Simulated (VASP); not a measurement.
A run of VASP 6.6.1 is set up as follows.

The input INCAR:

```
SYSTEM = Mo2Ru3
  ALGO = Fast
  EDIFF = 1E-6
  ENCUT = 520
  GGA = PE
  ISIF = 2
  ISMEAR = 0
  LASPH = .TRUE.
  LCHARG = .FALSE.
  LREAL = .FALSE.
  LWAVE = .FALSE.
  NBANDS = 81
  NELM = 80
  PREC = Accurate
  SIGMA = 0.1
```

File KPOINTS:

```
k-points
0
G
  6 6 1
  0 0 0
```

File POSCAR:

```
Mo2Ru3
1.0
    2.7902752300      0.0000000000      0.0000000000
   -1.3951376100      2.4164492300      0.0000000000
    0.0000000000      0.0000000000     22.5706760600
Mo Ru
4 6
Direct
    0.3333333300      0.6666666700      0.9000000000
    0.3333333300      0.6666666700      0.1000000000
    0.6666666700      0.3333333300      0.2000000000
    0.6666666700      0.3333333300      0.8000000000
    0.3333333300      0.6666666700      0.3000000000
    0.3333333300      0.6666666700      0.5000000000
    0.3333333300      0.6666666700      0.7000000000
    0.6666666700      0.3333333300      0.0000000000
    0.6666666700      0.3333333300      0.4000000000
    0.6666666700      0.3333333300      0.6000000000
```

Potentials or basis: VASP PAW PBE potentials, release 64 (Mo_sv, Ru_pv).

The run is started by

```console
$ cat potpaw_PBE.64/Mo_sv/POTCAR potpaw_PBE.64/Ru_pv/POTCAR > POTCAR
$ mpirun -np 1 vasp_std > vasp.out
```

**Question.** Estimate the band gap on the k mesh.

**Answer.** Zero (band 70 reaches 12.80 eV, above the bottom of band 71 at 10.89 eV).

**Question.** What does it give for the pressure?

**Answer.** -9.2 GPa.

**Question.** Estimate the largest force.

**Answer.** 2.143 eV/Å.

Forces on the atoms (eV/Å):
```
Mo   0.000  0.000  1.823
Mo   0.000  0.000 -1.823
Mo   0.000  0.000  2.143
Mo   0.000  0.000 -2.143
Ru   0.000  0.000  0.316
Ru   0.000  0.000  0.000
Ru   0.000  0.000 -0.316
Ru   0.000  0.000  0.000
Ru   0.000  0.000  0.260
Ru   0.000  0.000 -0.260
```

Caveat: the k points lie up to 0.43 Å⁻¹ apart; forces of over 1 eV/Å act on the atoms, so gaps and moduli don't describe the material at rest.
